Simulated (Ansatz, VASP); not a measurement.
**Two plane-wave programs on NiO**

Contents of POSCAR:

```
NiO
1.0
    0.0000000000      2.1133508634      2.1133508634
    2.1133508634      0.0000000000      2.1133508634
    2.1133508634      2.1133508634      0.0000000000
Ni O
1 1
Direct
    0.0000000000      0.0000000000      0.0000000000
    0.5000000000      0.5000000000      0.5000000000
```

INCAR.step1

```
SYSTEM = NiO
ALGO     = Normal         ! electronic algorithm
EDIFF    = 1E-4           ! SCF threshold, eV
ENCUT    = 520            ! plane-wave cutoff, eV
GGA      = PE             ! functional
ISMEAR   = -1             ! smearing method
ISPIN    = 2              ! spin polarisation
LASPH    = .TRUE.         ! aspherical terms in the spheres
LCHARG   = .FALSE.        ! write CHGCAR
LMAXMIX  = 4              ! l up to which the mixer works
LREAL    = .FALSE.        ! projectors in reciprocal space
LWAVE    = .TRUE.         ! write WAVECAR
MAGMOM   = 1 0            ! initial moments
NBANDS   = 19             ! bands
NELM     = 150            ! most SCF steps
PREC     = Accurate       ! precision mode
SIGMA    = 0.05           ! smearing width, eV
```

Contents of INCAR.step2:

```
SYSTEM = NiO
ALGO     = Normal         ! electronic algorithm
EDIFF    = 1E-6           ! SCF threshold, eV
ENCUT    = 520            ! plane-wave cutoff, eV
ISIF     = 2              ! what is computed and relaxed
ISMEAR   = -1             ! smearing method
ISPIN    = 2              ! spin polarisation
ISTART   = 1            
IVDW     = 12             ! dispersion correction
LASPH    = .TRUE.         ! aspherical terms in the spheres
LCHARG   = .TRUE.         ! write CHGCAR
LELF     = .TRUE.         ! ELF
LMAXMIX  = 4              ! l up to which the mixer works
LMIXTAU  = .TRUE.       
LORBIT   = 11             ! projections on sites
LREAL    = .FALSE.        ! projectors in reciprocal space
LVHAR    = .TRUE.       
LWAVE    = .FALSE.        ! write WAVECAR
MAGMOM   = 1 0            ! initial moments
METAGGA  = R2SCAN         ! meta-GGA
NBANDS   = 19             ! bands
NELM     = 150            ! most SCF steps
PREC     = Accurate       ! precision mode
SIGMA    = 0.05           ! smearing width, eV
VDW_A1   = 0.49484001   
VDW_A2   = 5.73083694   
VDW_S6   = 1.0          
VDW_S8   = 0.78981345
```

The input KPOINTS:

```
k-points
0
G
  11 11 11
  0 0 0
```

The input input.yaml:

```yaml
crystal:
  lattice:
    - [0.0, 2.1133508634, 2.1133508634]
    - [2.1133508634, 0.0, 2.1133508634]
    - [2.1133508634, 2.1133508634, 0.0]
  atoms:
    - { symbol: Ni, position: [0.0, 0.0, 0.0], spin: 1.0 }
    - { symbol: O, position: [0.5, 0.5, 0.5] }
hamiltonian:
  xc: r2scan
  pseudopotentials: { kind: paw }
  dispersion: d3bj
magnetization:
  spin_polarized: true
kpoints:
  mp_grid: { grid: [11, 11, 11] }
scf:
  occupations: { method: fermi_dirac, width: 0.05 }
output:
  forces: true
  stress: true
  eigenvalues: true
  write_density: true
  write_potential: true
  elf: true
  volumetric_format: npy
```

Alike in both runs: task single point; functional r2SCAN; dispersion D3(BJ); k mesh 11 × 11 × 11; occupations fermi-dirac, width 0.05 eV; collinear spin.

|  | VASP | Ansatz |
| --- | --- | --- |
| version | VASP 6.6.1 | Ansatz 0.2.0 |
| potentials or method | VASP PAW PBE potentials, release 64 (Ni, O) | Ansatz PAW |
| plane-wave cutoff (eV) | 520 | 500 |
| valence electrons in the cell | 16 | 24 |

```tsv
	VASP	Ansatz	Ansatz less VASP
gap on the k mesh at the Fermi level (eV)	0.86	0.95	+0.084
least direct gap on the mesh (eV)	1.74	1.82	+0.080
pressure (GPa)	-7.3	-7.3	-0.05
net moment per atom (μB)	1.00	1.00	0.000
size of the moment on the site where the two differ most (μB)	1.70	1.67	-0.022
```

VASP's potentials were made for PBE, not for r2SCAN. Site moments also hang on the region over which each program counts them. VASP's potentials hold 16 valence electrons a cell and Ansatz's 24, so a difference there can come from the potentials and not from the codes.

Noted on Ansatz's run: the magnetic or orbital state may not be the lowest; odd divisions of the mesh miss points on the zone boundary, where band edges often lie, so the gap on the mesh can be too wide.
